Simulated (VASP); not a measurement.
**BaTiO3: single point with PBEsol**

BaTiO3:

```
Ba O Ti
1.0
     4.10635    0.00000    0.00000
     0.00000    4.10635    0.00000
     0.00000    0.00000    3.88549
Ba O Ti
1 3 1
Cartesian
  0.0000 0.0000 0.0000
  2.0532 2.0532 0.0000
  0.0000 2.0532 1.9427
  2.0532 0.0000 1.9427
  2.0532 2.0532 1.9427
```

| Property | Result |
| --- | --- |
| Program | VASP 6.6.1 |
| Task | single point |
| Functional | PBEsol |
| Potentials or basis | VASP PAW PBE potentials, release 64 (Ba_sv, O, Ti_sv) |
| Cutoff | 600 eV |
| k mesh | 8 × 8 × 8 |
| Occupations | gaussian, width 0.02 eV |
| Spin | no spin polarisation |
| Dipole correction | no |
| Further INCAR settings | ALGO = Normal; EDIFF = 1e-06; NBANDS = 28 |

```yaml
Pressure: -5.2 GPa
Band_gap_on_the_k_mesh: 1.54 eV (least direct gap 1.71 eV)
```

Stress tensor (GPa, compression positive):
```
-8.70  0.00  0.00
 0.00 -8.70  0.00
 0.00  0.00  1.71
```

Levels at points of the mesh, in eV from the valence-band top:
| k point | band 17 | band 18 | band 19 | band 20 | band 21 | band 22 | band 23 | band 24 |
| --- | --- | --- | --- | --- | --- | --- | --- | --- |
| (0.00, 0.00, 0.00) | -0.99 | -0.23 | -0.23 | -0.17 | 1.54 | 1.65 | 1.65 | 3.55 |
| (0.50, 0.00, 0.00) | -1.68 | -1.67 | -0.78 | -0.73 | 1.78 | 3.18 | 3.20 | 3.81 |
| (0.50, 0.50, 0.00) | -1.80 | -1.25 | -1.25 | -0.25 | 3.20 | 3.20 | 3.55 | 4.93 |
| (0.00, 0.00, 0.50) | -1.96 | -1.91 | -0.81 | -0.81 | 1.75 | 3.56 | 3.66 | 3.66 |
| (0.50, 0.00, 0.50) | -1.78 | -0.81 | -0.79 | -0.13 | 3.19 | 3.66 | 3.89 | 4.37 |
| (0.50, 0.50, 0.50) | -2.15 | -0.13 | 0.00 | 0.00 | 3.83 | 4.12 | 4.12 | 6.31 |

It took 2.2 min on 1 thread of Intel Xeon 8259CL, on a shared host, peak memory 0.29 GiB.

Caveat: the stress differs along the axes, from -9 to 2 GPa; the PAW data sets were made with another functional, which shifts forces and pressure a little; spin-orbit coupling is left out, which moves the levels of the heavy elements. A k mesh can miss the band edges.
